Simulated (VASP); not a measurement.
# Cd (Fm-3m) in VASP: single point with PBE

Aim: the single point of Cd with PBE.

Everything below comes from runs of VASP 6.6.1. Logs are shortened: lines on timing, memory, paths and dates and some standing lists are left out, and cuts for length are marked.

**1. The cell of the first run**

Symmetry: Fm-3m, No. 225, cubic system. The conventional cell has a = 4.593 Å, b = 4.593 Å, c = 4.593 Å, α = 90.00°, β = 90.00°, γ = 90.00°. Within 4.3 Å of Cd (site symmetry m-3m) lie 12 Cd at 3.25 Å.

This isn't the form of Cd at room conditions, which is hcp.

**2. Single point, PBE**

Contents of INCAR:

```
PREC = Accurate
ENCUT = 520
EDIFF = 1E-7
ISMEAR = -1
SIGMA = 0.06122561905347299
LREAL = False
LASPH = True
NELM = 100
ALGO = Normal
ISIF = 2
LWAVE = False
LCHARG = False
GGA = PE
NBANDS = 12
```

Contents of KPOINTS:

```
Automatic mesh
0
Gamma
  42 42 42
```

Contents of POSCAR:

```
Cd
1.0
    0.0000000000      2.2964687652      2.2964687652
    2.2964687652      0.0000000000      2.2964687652
    2.2964687652      2.2964687652      0.0000000000
Cd
1
Direct
    0.0000000000      0.0000000000      0.0000000000
```

Potentials or basis: VASP PAW PBE potentials, release 64 (Cd).

The run is started by

```bash
> cat potpaw_PBE.64/Cd/POTCAR > POTCAR
> mpirun -np 1 vasp_std > vasp.out
```

OUTCAR:

```text
PREC = Accurate
   ENCUT = 520
   EDIFF = 1E-7
   ISMEAR = -1
   LREAL = False
   LASPH = True
   NELM = 100
   ISIF = 2
   GGA = PE

 ion  position               nearest neighbor table
   1  0.000  0.000  0.000-

  LATTYP: Found a face centered cubic cell.
 ALAT       =     4.5929375304

  Lattice vectors:

 A1 = (   0.0000000000,   2.2964687652,   2.2964687652)
 A2 = (   2.2964687652,   0.0000000000,   2.2964687652)
 A3 = (   2.2964687652,   2.2964687652,   0.0000000000)

Analysis of symmetry for initial positions (statically):
=====================================================================
 Subroutine PRICEL returns:
 Original cell was already a primitive cell.

 Routine SETGRP: Setting up the symmetry group for a
 face centered cubic supercell.

 Subroutine GETGRP returns: Found 48 space group operations
 (whereof 48 operations were pure point group operations)
 out of a pool of 48 trial point group operations.

The static configuration has the point symmetry O_h .

Analysis of symmetry for dynamics (positions and initial velocities):
=====================================================================
 Subroutine PRICEL returns:
 Original cell was already a primitive cell.

 Routine SETGRP: Setting up the symmetry group for a
 face centered cubic supercell.

 Subroutine GETGRP returns: Found 48 space group operations
 (whereof 48 operations were pure point group operations)
 out of a pool of 48 trial point group operations.

The dynamic configuration has the point symmetry O_h .

 Subroutine INISYM returns: Found 48 space group operations
 (whereof 48 operations are pure point group operations),
 and found     1 'primitive' translations

----------------------------------------------------------------------------------------

                                     Primitive cell

  volume of cell :      24.2221

  direct lattice vectors                    reciprocal lattice vectors
     0.000000000  2.296468765  2.296468765    -0.217725583  0.217725583  0.217725583
     2.296468765  0.000000000  2.296468765     0.217725583 -0.217725583  0.217725583
     2.296468765  2.296468765  0.000000000     0.217725583  0.217725583 -0.217725583

  length of vectors
     3.247697273  3.247697273  3.247697273     0.377111771  0.377111771  0.377111771

  position of ions in fractional coordinates (direct lattice)
     0.000000000  0.000000000  0.000000000

  ion indices of the primitive-cell ions
   primitive index   ion index
                 1           1

----------------------------------------------------------------------------------------

 KPOINTS: Automatic mesh

Automatic generation of k-mesh.
 Grid dimensions read from file:
 generate k-points for:   42   42   42

 Generating k-lattice:

  Cartesian coordinates                     Fractional coordinates (reciprocal lattice)
    -0.005183942  0.005183942  0.005183942     0.023809524  0.000000000  0.000000000
     0.005183942 -0.005183942  0.005183942     0.000000000  0.023809524  0.000000000
     0.005183942  0.005183942 -0.005183942     0.000000000  0.000000000  0.023809524

  Length of vectors
     0.008978852  0.008978852  0.008978852

  Shift w.r.t. Gamma in fractional coordinates (k-lattice)
     0.000000000  0.000000000  0.000000000

 Subroutine IBZKPT returns following result:
 ===========================================

 Found   1903 irreducible k-points:

 Following reciprocal coordinates:
            Coordinates               Weight
  0.000000  0.000000  0.000000      1.000000
  0.023810  0.000000  0.000000      8.000000
  0.047619  0.000000  0.000000      8.000000
  0.071429  0.000000  0.000000      8.000000
  0.095238  0.000000  0.000000      8.000000
  0.119048  0.000000  0.000000      8.000000
[... 16 lines left out ...]
  0.023810  0.023810  0.000000      6.000000
  0.047619  0.023810  0.000000     24.000000
 [... further k-points ...]
   k-points           NKPTS =   1903   k-points in BZ     NKDIM =   1903   number of bands    NBANDS=     12
   number of dos      NEDOS =    301   number of ions     NIONS =      1
   total plane-waves  NPLWV =  13824
   dimension x,y,z NGX =    24 NGY =   24 NGZ =   24
   dimension x,y,z NGXF=    48 NGYF=   48 NGZF=   48
   ions per type =               1
   NGX,Y,Z   is equivalent  to a cutoff of  12.29, 12.29, 12.29 a.u.
   NGXF,Y,Z  is equivalent  to a cutoff of  24.57, 24.57, 24.57 a.u.
 SYSTEM =  unknown system
   PREC   = accura    normal or accurate (medium, high low for compatibility)
   ISTART =      0    job   : 0-new  1-cont  2-samecut
   ICHARG =      2    charge: 1-file 2-atom 10-const
   ISPIN  =      1    spin polarized calculation?
   LNONCOLLINEAR =      F non collinear calculations
   LSORBIT =      F    spin-orbit coupling
   LASPH  =      T    aspherical Exc in radial PAW
   ENCUT  =  520.0 eV  38.22 Ry    6.18 a.u.   6.04  6.04  6.04*2*pi/ulx,y,z
   NELM   =    100;   NELMIN=  2; NELMDL= -5     # of ELM steps
   EDIFF  = 0.1E-06   stopping-criterion for ELM
   LREAL  =      F    real-space projection
   EDIFFG = 0.1E-05   stopping-criterion for IOM
   NSW    =      0    number of steps for IOM
   IBRION =     -1    ionic relax: 0-MD 1-quasi-New 2-CG
   NFREE  =      0    steps in history (QN), initial steepest desc. (CG)
   ISIF   =      2    stress and relaxation
   ISYM   =      2    0-nonsym 1-usesym 2-fastsym
   POTIM  = 0.5000    time-step for ionic-motion
   TEBEG  =    0.0;   TEEND  =   0.0 temperature during run
   PSTRESS=    0.0 pullay stress
   NELECT =      12.0000    total number of electrons
   NUPDOWN=      -1.0000    fix difference up-down
   EMIN   =  10.00;   EMAX   =-10.00  energy-range for DOS
   EFERMI =   0.00;   METHOD = LEGACY
   ISMEAR =    -1;   SIGMA  =   0.06  broadening in eV -4-tet -1-fermi 0-gaus
   EFERMI_NEDOS =   21; number of points for ismear=-14 and -15
   IALGO  =     38    algorithm
   IMIX   =      4    mixing-type and parameters
     AMIX     =   0.40;   BMIX     =  1.00
     AMIX_MAG =   1.60;   BMIX_MAG =  1.00
  volume/ion in A,a.u.               =      24.22       163.46
  Fermi-wavevector in a.u.,A,eV,Ry     =   1.295383  2.447918 22.830793  1.678016
  Thomas-Fermi vector in A             =   2.426906
   LORBIT       =      0    0 simple, 1 ext, 2 COOP (PROOUT), +10 PAW based schemes
   GGA     = PE    functional components
   LHFCALC =     F    Hartree Fock is set to
   AEXX    =    0.0000 exact exchange contribution
   IVDW    =     0    specifies the selected vdW correction
   LEPSILON=     F    determine dielectric tensor
   LRPA    =     F    only Hartree local field effects (RPA)
 non-spin polarized calculation
  energy-cutoff  :      520.00
  volume of cell :       24.22
 maximum number of plane-waves:       666
   NGX = 13   NGY = 13   NGZ = 13

 number of electron      12.0000007 magnetization

 Free energy of the ion-electron system (eV)
  ---------------------------------------------------
  ext. energy  EPLUGINS =         0.00000000
  ---------------------------------------------------
  free energy    TOTEN  =        -0.73419468 eV

  energy without entropy =       -0.72943921  energy(sigma->0) =       -0.73181694

 E-fermi :   2.0931     XC(G=0): -10.4463

 val. band max:        2.0847972481   @ k =  -0.3333   0.3810   0.1905
 cond. band min:       2.0933738553   @ k =   0.5000   0.1429   0.0000
 fundamental gap:      0.0085766072
 Fermi energy:         2.0931061736

 k-point     1 :       0.0000    0.0000    0.0000
  band No.  band energies     occupation
      1      -6.7591      2.00000
      2      -6.7591      2.00000
      3      -6.7591      2.00000
      4      -6.3992      2.00000
      5      -6.3992      2.00000
      6      -5.9231      2.00000
      7      15.6408      0.00000
      8      16.0445      0.00000
      9      16.0445      0.00000
     10      16.0445      0.00000
     11      19.2871      0.00000
     12      19.2871      0.00000

 k-point     2 :       0.0238    0.0000    0.0000
  band No.  band energies     occupation
      1      -6.7600      2.00000
      2      -6.7570      2.00000
      3      -6.7570      2.00000
      4      -6.3997      2.00000
      5      -6.3997      2.00000
      6      -5.9097      2.00000
      7      15.5678      0.00000
      8      15.8652      0.00000
      9      16.0184      0.00000
     10      16.0184      0.00000
     11      19.3308      0.00000
     12      19.3308      0.00000

 k-point     3 :       0.0476    0.0000    0.0000
  band No.  band energies     occupation
      1      -6.7630      2.00000
      2      -6.7512      2.00000
      3      -6.7512      2.00000
      4      -6.4011      2.00000
      5      -6.4011      2.00000
      6      -5.8692      2.00000
      7      15.0777      0.00000
      8      15.7455      0.00000
      9      15.9442      0.00000
     10      15.9442      0.00000
     11      19.4577      0.00000
     12      19.4577      0.00000

 k-point     4 :       0.0714    0.0000    0.0000
  band No.  band energies     occupation
      1      -6.7688      2.00000
      2      -6.7419      2.00000
      3      -6.7419      2.00000
      4      -6.4030      2.00000
      5      -6.4030      2.00000
      6      -5.8007      2.00000
      7      14.3217      0.00000
      8      15.7300      0.00000
      9      15.8316      0.00000
     10      15.8316      0.00000
     11      19.6570      0.00000
     12      19.6570      0.00000

 k-point     5 :       0.0952    0.0000    0.0000
  band No.  band energies     occupation
      1      -6.7781      2.00000
      2      -6.7299      2.00000
      3      -6.7299      2.00000
      4      -6.4047      2.00000
      5      -6.4047      2.00000
      6      -5.7033      2.00000
      7      13.4869      0.00000
      8      15.6922      0.00000
      9      15.6922      0.00000
     10      15.7252      0.00000
     11      19.9147      0.00000
     12      19.9251      0.00000
[... 228 lines left out ...]
      1      -7.1168      2.00000
      2      -6.7525      2.00000
      3      -6.7525      2.00000
      4      -6.1023      2.00000
      5      -6.1023      2.00000
      6      -0.1917      2.00000
      7       1.0784      2.00000
      8      13.7610      0.00000
      9      13.7610      0.00000
     10      14.7879      0.00000
     11      17.5696      0.00000
     12      17.5696      0.00000

 k-point    22 :       0.5000    0.0000    0.0000
  band No.  band energies     occupation
      1      -7.1190      2.00000
      2      -6.7536      2.00000
      3      -6.7536      2.00000
      4      -6.0993      2.00000
      5      -6.0993      2.00000
      6       0.2034      2.00000
      7       0.6583      2.00000
      8      13.7516      0.00000
      9      13.7516      0.00000
     10      14.7790      0.00000
     11      17.5540      0.00000
     12      17.5540      0.00000

 k-point    23 :       0.0238    0.0238    0.0000
  band No.  band energies     occupation
      1      -6.7620      2.00000
      2      -6.7555      2.00000
      3      -6.7555      2.00000
      4      -6.4022      2.00000
      5      -6.3977      2.00000
      6      -5.9052      2.00000
      7      15.5853      0.00000
      8      15.9010      0.00000
      9      15.9010      0.00000
     10      15.9720      0.00000
     11      19.3769      0.00000
     12      19.4404      0.00000

 k-point    24 :       0.0476    0.0238    0.0000
  band No.  band energies     occupation
      1      -6.7651      2.00000
      2      -6.7508      2.00000
      3      -6.7500      2.00000
      4      -6.4057      2.00000
      5      -6.3966      2.00000
      6      -5.8737      2.00000
      7      15.2980      0.00000
      8      15.6805      0.00000
      9      15.7486      0.00000
     10      16.0196      0.00000
     11      19.3896      0.00000
     12      19.6198      0.00000

 [... further k-points ...]

------------------------ aborting loop because EDIFF is reached ----------------------------------------

  FORCE on cell =-STRESS in cart. coord.  units (eV):
  Direction    XX          YY          ZZ          XY          YZ          ZX
  --------------------------------------------------------------------------------------
  -------------------------------------------------------------------------------------
  Total       -0.2856797     -0.2856797     -0.2856797     -0.0000000      0.0000000      0.0000000
  in kB      -18.8963671    -18.8963671    -18.8963671     -0.0000000      0.0000000      0.0000000
  external PRESSURE =     -18.8963671 kB  Pullay stress =       0.0000000 kB

 VOLUME and BASIS-vectors are now :
 -----------------------------------------------------------------------------
  energy-cutoff  :      520.00
  volume of cell :       24.22
      direct lattice vectors                 reciprocal lattice vectors
     0.000000000  2.296468765  2.296468765    -0.217725583  0.217725583  0.217725583
     2.296468765  0.000000000  2.296468765     0.217725583 -0.217725583  0.217725583
     2.296468765  2.296468765  0.000000000     0.217725583  0.217725583 -0.217725583

 POSITION                                       TOTAL-FORCE (eV/Angst)
 -----------------------------------------------------------------------------------
      0.00000      0.00000      0.00000         0.000000      0.000000      0.000000
 -----------------------------------------------------------------------------------
    total drift:                               -0.000000     -0.000000     -0.000000

  FREE ENERGIE OF THE ION-ELECTRON SYSTEM (eV)
  ---------------------------------------------------
  free  energy   TOTEN  =        -0.7341946820 eV

  energy  without entropy=       -0.7294392059  energy(sigma->0) =       -0.73181694
```

Run time: 4.6 min. Hardware: 1 thread of Intel Xeon Platinum 8259CL at 2.50GHz (Skylake/Cascade Lake), shared host; peak memory 0.59 GiB.

Results:

| Item | Value |
| --- | --- |
| Free energy | -0.7342 eV |
| Pressure | -1.9 GPa |
| Band gap on the k mesh | zero (bands 6 and 7 overlap by 3.08 eV) |
